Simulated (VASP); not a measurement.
# GaP (F-43m) in VASP: a series of runs

Aim: see how the results for GaP move with the level of theory and the settings. Levels: PBEsol, LDA, r2SCAN. Tasks: single point, relaxation of cell and atoms.

Program: VASP 6.6.1. These are calculated values, not measurements. Logs are shortened: lines on timing, memory, paths and dates and some standing lists are left out, and cuts for length are marked.

## 1. The cell of the first run

The structure is cubic, space group F-43m (No. 216). The conventional cell has a = 5.439 Å, b = 5.439 Å, c = 5.439 Å, α = 90.00°, β = 90.00°, γ = 90.00°. Ga (site symmetry -43m) has 4 P at 2.35 Å within 3.1 Å. P (site symmetry -43m) has 4 Ga at 2.35 Å within 3.1 Å.

## 2. Single point, PBEsol

INCAR

```
ALGO     = Normal         # electronic algorithm
EDIFF    = 1E-6           # SCF threshold, eV
ENCUT    = 520            # plane-wave cutoff, eV
GGA      = PS             # functional
ISIF     = 2              # what is computed and relaxed
ISMEAR   = -1             # smearing method
LASPH    = T              # aspherical terms in the spheres
LCHARG   = F              # write CHGCAR
LREAL    = F              # projectors in reciprocal space
LWAVE    = F              # write WAVECAR
NBANDS   = 16             # bands
NELM     = 100            # most SCF steps
PREC     = Accurate       # precision mode
SIGMA    = 0.02           # smearing width, eV
```

KPOINTS

```
k-points
0
Gamma
  8 8 8
```

POSCAR

```
GaP
1.0
    0.0000000000      2.7192838359      2.7192838359
    2.7192838359      0.0000000000      2.7192838359
    2.7192838359      2.7192838359      0.0000000000
Ga P
1 1
Direct
    0.0000000000      0.0000000000      0.0000000000
    0.2500000000      0.2500000000      0.2500000000
```

Potentials or basis: VASP PAW PBE potentials, release 64 (Ga_d, P).

On the command line:

```bash
> cat potpaw_PBE.64/Ga_d/POTCAR potpaw_PBE.64/P/POTCAR > POTCAR
> mpirun -np 1 vasp_std > vasp.out
```

OUTCAR:

```text
EDIFF = 1E-6
   ENCUT = 520
   GGA = PS
   ISIF = 2
   ISMEAR = -1
   LASPH = T
   LREAL = F
   NELM = 100
   PREC = Accurate

 ion  position               nearest neighbor table
   1  0.000  0.000  0.000-   2 2.35   2 2.35   2 2.35   2 2.35
   2  0.250  0.250  0.250-   1 2.35   1 2.35   1 2.35   1 2.35

  LATTYP: Found a face centered cubic cell.
 ALAT       =     5.4385676718

  Lattice vectors:

 A1 = (   0.0000000000,   2.7192838359,   2.7192838359)
 A2 = (   2.7192838359,   0.0000000000,   2.7192838359)
 A3 = (   2.7192838359,   2.7192838359,   0.0000000000)

Analysis of symmetry for initial positions (statically):
=====================================================================
 Subroutine PRICEL returns:
 Original cell was already a primitive cell.

 Routine SETGRP: Setting up the symmetry group for a
 face centered cubic supercell.

 Subroutine GETGRP returns: Found 24 space group operations
 (whereof 24 operations were pure point group operations)
 out of a pool of 48 trial point group operations.

The static configuration has the point symmetry T_d .

Analysis of symmetry for dynamics (positions and initial velocities):
=====================================================================
 Subroutine PRICEL returns:
 Original cell was already a primitive cell.

 Routine SETGRP: Setting up the symmetry group for a
 face centered cubic supercell.

 Subroutine GETGRP returns: Found 24 space group operations
 (whereof 24 operations were pure point group operations)
 out of a pool of 48 trial point group operations.

The dynamic configuration has the point symmetry T_d .

 Subroutine INISYM returns: Found 24 space group operations
 (whereof 24 operations are pure point group operations),
 and found     1 'primitive' translations

----------------------------------------------------------------------------------------

                                     Primitive cell

  volume of cell :      40.2155

  direct lattice vectors                    reciprocal lattice vectors
     0.000000000  2.719283836  2.719283836    -0.183871942  0.183871942  0.183871942
     2.719283836  0.000000000  2.719283836     0.183871942 -0.183871942  0.183871942
     2.719283836  2.719283836  0.000000000     0.183871942  0.183871942 -0.183871942

  length of vectors
     3.845648081  3.845648081  3.845648081     0.318475546  0.318475546  0.318475546

  position of ions in fractional coordinates (direct lattice)
     0.000000000  0.000000000  0.000000000
[... 77 lines left out ...]
   NELM   =    100;   NELMIN=  2; NELMDL= -5     # of ELM steps
   EDIFF  = 0.1E-05   stopping-criterion for ELM
   LREAL  =      F    real-space projection
   EDIFFG = 0.1E-04   stopping-criterion for IOM
   NSW    =      0    number of steps for IOM
   IBRION =     -1    ionic relax: 0-MD 1-quasi-New 2-CG
   NFREE  =      0    steps in history (QN), initial steepest desc. (CG)
   ISIF   =      2    stress and relaxation
   ISYM   =      2    0-nonsym 1-usesym 2-fastsym
   POTIM  = 0.5000    time-step for ionic-motion
   TEBEG  =    0.0;   TEEND  =   0.0 temperature during run
   PSTRESS=    0.0 pullay stress
   NELECT =      18.0000    total number of electrons
   NUPDOWN=      -1.0000    fix difference up-down
   EMIN   =  10.00;   EMAX   =-10.00  energy-range for DOS
   EFERMI =   0.00;   METHOD = LEGACY
   ISMEAR =    -1;   SIGMA  =   0.02  broadening in eV -4-tet -1-fermi 0-gaus
   EFERMI_NEDOS =   21; number of points for ismear=-14 and -15
   IALGO  =     38    algorithm
   IMIX   =      4    mixing-type and parameters
     AMIX     =   0.40;   BMIX     =  1.00
     AMIX_MAG =   1.60;   BMIX_MAG =  1.00
  volume/ion in A,a.u.               =      20.11       135.69
  Fermi-wavevector in a.u.,A,eV,Ry     =   1.252279  2.366464 21.336696  1.568203
  Thomas-Fermi vector in A             =   2.386187
   LORBIT       =      0    0 simple, 1 ext, 2 COOP (PROOUT), +10 PAW based schemes
   GGA     = PS    functional components
   LHFCALC =     F    Hartree Fock is set to
   AEXX    =    0.0000 exact exchange contribution
   IVDW    =     0    specifies the selected vdW correction
   LEPSILON=     F    determine dielectric tensor
   LRPA    =     F    only Hartree local field effects (RPA)
 non-spin polarized calculation
  energy-cutoff  :      520.00
  volume of cell :       40.22
 maximum number of plane-waves:      1106
 NGX is ok and might be reduce to    30
   NGX = 15   NGY = 15   NGZ = 15

 number of electron      17.9999987 magnetization

 Free energy of the ion-electron system (eV)
  ---------------------------------------------------
  ext. energy  EPLUGINS =         0.00000000
  ---------------------------------------------------
  free energy    TOTEN  =        -9.92109213 eV

  energy without entropy =       -9.92109213  energy(sigma->0) =       -9.92109213

 E-fermi :   5.0719     XC(G=0): -10.0511

 val. band max:        4.6359032234   @ k =   0.0000   0.0000   0.0000
 cond. band min:       6.1389323526   @ k =   0.5000   0.5000   0.0000
 fundamental gap:      1.5030291292
 Fermi energy:         5.0718994886

 k-point     1 :       0.0000    0.0000    0.0000
  band No.  band energies     occupation
      1      -9.9164      2.00000
      2      -9.9164      2.00000
      3      -9.9164      2.00000
      4      -9.8137      2.00000
      5      -9.8137      2.00000
      6      -7.9380      2.00000
[... 433 lines left out ...]
      3      -9.8721      2.00000
      4      -9.8193      2.00000
      5      -9.8062      2.00000
      6      -5.4115      2.00000
[... 8 lines left out ...]
     15      16.5588      0.00000
     16      17.1126      0.00000

 [... further k-points ...]

------------------------ aborting loop because EDIFF is reached ----------------------------------------

  FORCE on cell =-STRESS in cart. coord.  units (eV):
  Direction    XX          YY          ZZ          XY          YZ          ZX
  --------------------------------------------------------------------------------------
  -------------------------------------------------------------------------------------
  Total       -0.0241369     -0.0241369     -0.0241369     -0.0000000      0.0000000      0.0000000
  in kB       -0.9616078     -0.9616078     -0.9616078     -0.0000000      0.0000000      0.0000000
  external PRESSURE =      -0.9616078 kB  Pullay stress =       0.0000000 kB

 VOLUME and BASIS-vectors are now :
 -----------------------------------------------------------------------------
  energy-cutoff  :      520.00
  volume of cell :       40.22
      direct lattice vectors                 reciprocal lattice vectors
     0.000000000  2.719283836  2.719283836    -0.183871942  0.183871942  0.183871942
     2.719283836  0.000000000  2.719283836     0.183871942 -0.183871942  0.183871942
     2.719283836  2.719283836  0.000000000     0.183871942  0.183871942 -0.183871942

 POSITION                                       TOTAL-FORCE (eV/Angst)
 -----------------------------------------------------------------------------------
      0.00000      0.00000      0.00000        -0.000000     -0.000000     -0.000000
      1.35964      1.35964      1.35964         0.000000      0.000000      0.000000
 -----------------------------------------------------------------------------------
    total drift:                                0.000000      0.000000      0.000000

  FREE ENERGIE OF THE ION-ELECTRON SYSTEM (eV)
  ---------------------------------------------------
  free  energy   TOTEN  =        -9.9210921314 eV

  energy  without entropy=       -9.9210921314  energy(sigma->0) =       -9.92109213
```

Wall time 20 s (1 thread of Intel Xeon Platinum 8375C at 2.90GHz (Ice Lake), shared host); peak memory 0.17 GiB.

What came out:

* Free energy: -9.9211 eV
* Pressure: -0.1 GPa
* Band gap on the k mesh: 1.50 eV, indirect (least direct gap 1.80 eV)

Levels at points of the mesh, in eV from the valence-band top:
```tsv
k point	band 7	band 8	band 9	band 10	band 11	band 12
(0.00, 0.00, 0.00)	0.00	0.00	0.00	1.80	3.83	3.83
(0.50, 0.00, 0.00)	-6.73	-1.14	-1.14	1.61	4.65	4.65
(0.50, 0.50, 0.00)	-6.84	-2.74	-2.74	1.50	1.71	10.60
```

Caveat: the PAW data sets were made with another functional, which shifts forces and pressure a little.

## 3. Single point, LDA

This run uses another cell than the first one, of 19.59 Å³/atom, 0.974 times its volume.

INCAR

```
  ALGO = Normal
  EDIFF = 1E-6
  ENCUT = 520
  ISIF = 2
  ISMEAR = -1
  LASPH = T
  LCHARG = F
  LREAL = F
  LWAVE = F
  NBANDS = 16
  NELM = 100
  PREC = Accurate
  SIGMA = 0.02
```

KPOINTS is that of step 2.

POSCAR

```
GaP
1.0
    0.0000000000      2.6957410944      2.6957410944
    2.6957410944      0.0000000000      2.6957410944
    2.6957410944      2.6957410944      0.0000000000
Ga P
1 1
Direct
    0.0000000000      0.0000000000      0.0000000000
    0.2500000000      0.2500000000      0.2500000000
```

Potentials or basis: VASP PAW LDA potentials, release 64 (Ga_d, P).

On the command line:

```bash
> cat potpaw_LDA.64/Ga_d/POTCAR potpaw_LDA.64/P/POTCAR > POTCAR
> mpirun -np 1 vasp_std > vasp.out
```

Wall time 14 s (1 thread of Intel Xeon Platinum 8375C at 2.90GHz (Ice Lake), shared host); peak memory 0.15 GiB.

The run converged. Its results:

* Free energy: -10.4508 eV
* Pressure: 0.1 GPa
* Band gap on the k mesh: 1.43 eV, indirect (least direct gap 1.91 eV)

Levels at points of the mesh, in eV from the valence-band top:
| k point | band 7 | band 8 | band 9 | band 10 | band 11 | band 12 |
| --- | --- | --- | --- | --- | --- | --- |
| (0.00, 0.00, 0.00) | 0.00 | 0.00 | 0.00 | 1.91 | 3.78 | 3.78 |
| (0.50, 0.00, 0.00) | -6.90 | -1.18 | -1.18 | 1.62 | 4.62 | 4.62 |
| (0.50, 0.50, 0.00) | -7.00 | -2.82 | -2.82 | 1.43 | 1.65 | 10.70 |

## 4. Single point, r2SCAN

This run uses another cell than the first one, of 20.24 Å³/atom, 1.007 times its volume.

POSCAR

```
GaP
1.0
    0.0000000000      2.7253992947      2.7253992947
    2.7253992947      0.0000000000      2.7253992947
    2.7253992947      2.7253992947      0.0000000000
Ga P
1 1
Direct
    0.0000000000      0.0000000000      0.0000000000
    0.2500000000      0.2500000000      0.2500000000
```

INCAR.step1

```
ALGO = Normal
EDIFF = 1E-4
ENCUT = 520
GGA = PE
ISMEAR = -1
LASPH = True
LCHARG = False
LREAL = False
LWAVE = True
NBANDS = 16
NELM = 100
PREC = Accurate
SIGMA = 0.02
```

INCAR.step2

```
ALGO = Normal
EDIFF = 1E-7
ENCUT = 520
ISIF = 2
ISMEAR = -1
ISTART = 1
LASPH = True
LCHARG = True
LELF = True
LMIXTAU = True
LREAL = False
LVHAR = True
LWAVE = False
METAGGA = R2SCAN
NBANDS = 16
NELM = 100
PREC = Accurate
SIGMA = 0.02
```

KPOINTS is that of step 3.

Potentials or basis: VASP PAW PBE potentials, release 64 (Ga_d, P).

On the command line:

```bash
> cat potpaw_PBE.64/Ga_d/POTCAR potpaw_PBE.64/P/POTCAR > POTCAR
> cp INCAR.step1 INCAR
> mpirun -np 1 vasp_std > vasp.out
> cp INCAR.step2 INCAR
> mpirun -np 1 vasp_std > vasp.out
```

Wall time 82 s (1 thread of Intel Xeon Platinum 8375C at 2.90GHz (Ice Lake), shared host); peak memory 0.18 GiB.

Results (log left out):

```yaml
Free_energy: -21.4631 eV
Pressure: 0.0 GPa
Band_gap_on_the_k_mesh: 1.90 eV, indirect (least direct gap 2.34 eV)
```

Levels at points of the mesh, in eV from the valence-band top:
| k point | band 6 | band 7 | band 8 | band 9 | band 10 | band 11 | band 12 | band 13 |
| --- | --- | --- | --- | --- | --- | --- | --- | --- |
| (0.00, 0.00, 0.00) | -13.02 | 0.00 | 0.00 | 0.00 | 2.34 | 4.19 | 4.19 | 4.19 |
| (0.50, 0.00, 0.00) | -10.86 | -6.84 | -1.17 | -1.17 | 2.04 | 5.06 | 5.06 | 8.83 |
| (0.50, 0.50, 0.00) | -9.92 | -6.96 | -2.80 | -2.80 | 1.91 | 2.10 | 11.35 | 11.35 |

Caveat: the PAW data sets were made with another functional, which shifts forces and pressure a little. A k mesh can miss the band edges.

## 5. Single point, r2SCAN

This run uses another cell than the first one, of 20.24 Å³/atom, 1.007 times its volume.

POSCAR is that of step 4.

INCAR.step1

```
SYSTEM = GaP
PREC = Accurate
ENCUT = 520
ISMEAR = 0
SIGMA = 0.01
LREAL = .FALSE.
LASPH = .TRUE.
NELM = 100
NBANDS = 16
GGA = PE
ALGO = Normal
EDIFF = 1E-4
LWAVE = .TRUE.
LCHARG = .FALSE.
```

INCAR.step2

```
SYSTEM = GaP
PREC = Accurate
ENCUT = 520
EDIFF = 1E-7
ISMEAR = 0
SIGMA = 0.01
LREAL = .FALSE.
LASPH = .TRUE.
NELM = 100
ALGO = Normal
ISIF = 2
LWAVE = .FALSE.
LCHARG = .FALSE.
METAGGA = R2SCAN
LMIXTAU = .TRUE.
NBANDS = 16
ISTART = 1
```

KPOINTS

```
Automatic mesh
0
G
  8 8 8
  0 0 0
```

On the command line:

```bash
> cat potpaw_PBE.64/Ga_d/POTCAR potpaw_PBE.64/P/POTCAR > POTCAR
> cp INCAR.step1 INCAR
> mpirun -np 1 vasp_std > vasp.out
> cp INCAR.step2 INCAR
> mpirun -np 1 vasp_std > vasp.out
```

Wall time 95 s (1 thread of Intel Xeon Platinum 8375C at 2.90GHz (Ice Lake), shared host); peak memory 0.17 GiB.

The run converged. Its results:

* Free energy: -21.4631 eV
* Pressure: 0.0 GPa
* Band gap on the k mesh: 1.90 eV, indirect (least direct gap 2.34 eV)

Levels at points of the mesh, in eV from the valence-band top:
| k point | band 7 | band 8 | band 9 | band 10 | band 11 | band 12 |
| --- | --- | --- | --- | --- | --- | --- |
| (0.00, 0.00, 0.00) | 0.00 | 0.00 | 0.00 | 2.34 | 4.19 | 4.19 |
| (0.50, 0.00, 0.00) | -6.84 | -1.17 | -1.17 | 2.04 | 5.06 | 5.06 |
| (0.50, 0.50, 0.00) | -6.96 | -2.80 | -2.80 | 1.91 | 2.10 | 11.35 |

Caveat: the PAW data sets were made with another functional, which shifts forces and pressure a little.

## 6. Relaxation of cell and atoms, PBEsol

This run uses another cell than the first one, of 20.87 Å³/atom, 1.038 times its volume.

INCAR

```
SYSTEM = GaP
PREC = Accurate
ENCUT = 600
EDIFF = 1E-6
ISMEAR = -1
SIGMA = 0.02
LREAL = .False.
LASPH = .True.
NELM = 60
ALGO = Normal
ISIF = 3
LWAVE = .False.
LCHARG = .False.
GGA = PS
IBRION = 2
NSW = 80
EDIFFG = -0.005
```

KPOINTS

```
Automatic mesh
0
Gamma
  8 8 8
  0 0 0
```

POSCAR

```
GaP
1.0
    0.0000000000      2.7530041267      2.7530041267
    2.7530041267      0.0000000000      2.7530041267
    2.7530041267      2.7530041267      0.0000000000
Ga P
1 1
Direct
    0.0000000000      0.0000000000      0.0000000000
    0.2500000000      0.2500000000      0.2500000000
```

Potentials or basis: VASP PAW PBE potentials, release 64 (Ga_d, P).

On the command line:

```bash
> cat potpaw_PBE.64/Ga_d/POTCAR potpaw_PBE.64/P/POTCAR > POTCAR
> mpirun -np 1 vasp_std > vasp.out
```

Run time: 58 s. Hardware: 1 thread of Intel Xeon Platinum 8375C at 2.90GHz (Ice Lake), shared host; peak memory 0.2 GiB.

The run converged. Its results:

| Property | Result |
| --- | --- |
| Free energy | -9.9214 eV |
| Relaxed volume | 20.09 Å³/atom |
| Relaxed cell | a = 3.845 Å, b = 3.845 Å, c = 3.845 Å, α = 60.00°, β = 60.00°, γ = 60.00° |
| Space group after relaxing (to 0.05 Å) | F-43m (No. 216) |
| Energy gained by relaxing | 7.4 meV/atom |
| Ionic steps | 8 |
| Pressure after relaxing | 0.0 GPa |
| Band gap on the k mesh | 1.50 eV, indirect (least direct gap 1.81 eV) |

The path:
```tsv
step	energy change (eV)	largest force (eV/Å)	pressure (GPa)	volume (Å³)
1	0.0000	0.0000	-2.97	41.73
2	-0.0111	0.0000	1.64	39.44
3	-0.0148	0.0000	-0.05	40.18
4	-0.0148	0.0000	0.10	40.15
5	-0.0148	0.0000	-0.09	40.22
6	-0.0148	0.0000	0.04	40.18
7	-0.0148	0.0000	-0.06	40.19
8	-0.0148	0.0000	0.02	40.18
```

Final structure:
```
Ga P
1.0
     0.00000    2.71850    2.71850
     2.71850    0.00000    2.71850
     2.71850    2.71850    0.00000
Ga P
1 1
Cartesian
  2.7185 5.4370 2.7185
  1.3592 1.3592 1.3592
```

Levels at points of the mesh, in eV from the valence-band top:
```tsv
k point	band 6	band 7	band 8	band 9	band 10	band 11	band 12	band 13
(0.00, 0.00, 0.00)	-12.58	0.00	0.00	0.00	1.81	3.82	3.82	3.82
(0.50, 0.00, 0.00)	-10.47	-6.74	-1.14	-1.14	1.61	4.65	4.65	8.10
(0.50, 0.50, 0.00)	-9.54	-6.84	-2.74	-2.74	1.50	1.71	10.61	10.61
```

Caveat: the PAW data sets were made with another functional, which shifts forces and pressure a little. Expect the measured gap to be larger: semilocal functionals such as PBEsol lack the derivative discontinuity.

## 7. The runs side by side

```csv
task,level,potentials or basis,cell,cutoff (eV),smearing,gap on the mesh (eV),pressure (GPa)
single point,PBEsol,"VASP PAW PBE potentials, release 64 (Ga_d, P)","a = 3.846 Å, angles 60.0°, 2 atoms",520,fermi-dirac 0.02 eV,1.50,-0.1
single point,LDA,"VASP PAW LDA potentials, release 64 (Ga_d, P)","a = 3.812 Å, angles 60.0°, 2 atoms",520,fermi-dirac 0.02 eV,1.43,0.1
single point,r2SCAN,"VASP PAW PBE potentials, release 64 (Ga_d, P)","a = 3.854 Å, angles 60.0°, 2 atoms",520,fermi-dirac 0.02 eV,1.90,0.0
single point,r2SCAN,"VASP PAW PBE potentials, release 64 (Ga_d, P)","a = 3.854 Å, angles 60.0°, 2 atoms",520,gaussian 0.01 eV,1.90,0.0
relaxation of cell and atoms,PBEsol,"VASP PAW PBE potentials, release 64 (Ga_d, P)","relaxed from a = 3.893 Å, angles 60.0°, 2 atoms",600,fermi-dirac 0.02 eV,1.50,0.0
```

Alike in all rows: no spin polarisation; k mesh 8 × 8 × 8.

Caveats: the PAW data sets were made with another functional, which shifts forces and pressure a little (some runs).

Total energies depend on the potentials used, so only differences within one code and one set of settings carry meaning.
